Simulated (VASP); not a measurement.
Input of a VASP 6.6.1 run:

The input INCAR:

```
SYSTEM = PbSe
  PREC = Accurate
  ENCUT = 500
  EDIFF = 1E-6
  ISMEAR = 0
  SIGMA = 0.05
  LREAL = .False.
  LASPH = .True.
  NELM = 120
  ALGO = Normal
  ISIF = 2
  LWAVE = .False.
  LCHARG = .True.
  GGA = PE
  LELF = .True.
  LVHAR = .True.
  NBANDS = 17
  GGA_COMPAT = .False.
```

File KPOINTS:

```
Automatic mesh
0
Gamma
  5 5 5
  0 0 0
```

POSCAR

```
PbSe
1.0
    0.0000000000      3.0813306949      3.0197040810
    3.0813306949      0.0000000000      3.0197040810
    3.0813306949      3.0813306949      0.0000000000
Pb Se
1 1
Direct
    0.0000000000      0.0000000000      0.0000000000
    0.5000000000      0.5000000000      0.5000000000
```

Potentials or basis: VASP PAW PBE potentials, release 64 (Pb_d, Se).

The run is started by

```sh
$ cat potpaw_PBE.64/Pb_d/POTCAR potpaw_PBE.64/Se/POTCAR > POTCAR
$ mpirun -np 1 vasp_std > vasp.out
```

Q: What does it give for the pressure?

A: 2.3 GPa.

Q: Predict the band gap on the k mesh.

A: 1.16 eV, indirect (least direct gap 1.18 eV).

Stress tensor (GPa, compression positive):
```
1.43 0.00 0.00
0.00 1.43 0.00
0.00 0.00 4.04
```

Caveat: spin-orbit coupling is left out, which moves the levels of the heavy elements. A k mesh can miss the band edges.
